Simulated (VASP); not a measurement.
SiNi, 8 atoms in the cell. The structure is orthorhombic, space group Pnma (No. 62). Conventional cell: a = 5.154 Å, b = 3.375 Å, c = 5.620 Å, α = 90.00°, β = 90.00°, γ = 90.00°. Within 3.0 Å of Si (site symmetry m) lie 6 Ni at 2.29 to 2.41 Å and 2 Si at 2.67 Å. Ni (site symmetry m) has 6 Si at 2.29 to 2.41 Å and 4 Ni at 2.67 to 2.71 Å within 3.0 Å. 

- Program: VASP 6.6.1
- Task: relaxation of cell and atoms
- Functional: PBE
- Potentials or basis: VASP PAW PBE potentials, release 64 (Si, Ni)
- Cutoff: 600 eV
- k mesh: 8 × 10 × 6
- Occupations: fermi-dirac, width 0.15 eV
- Spin: no spin polarisation
- Dipole correction: no
- Further INCAR settings: ALGO = Normal; EDIFF = 1e-07; IBRION = 2; EDIFFG = -0.001; NSW = 80; ISIF = 3

Potentials or basis: VASP PAW PBE potentials, release 64 (Si, Ni).

Command:

```console
$ cat potpaw_PBE.64/Si/POTCAR potpaw_PBE.64/Ni/POTCAR > POTCAR
$ mpirun -np 1 vasp_std > vasp.out
```

Hardware: 1 thread of AMD EPYC 9R45 96-Core Processor (Zen 5), on a shared host.

Question: Estimate the wall time of this run.

Answer: Run time: 98 min on 1 thread of AMD EPYC 9R45 96-Core Processor (Zen 5) (shared host), peak memory 0.47 GiB. Counts: scf iterations 300, k points 120, ion steps 56.
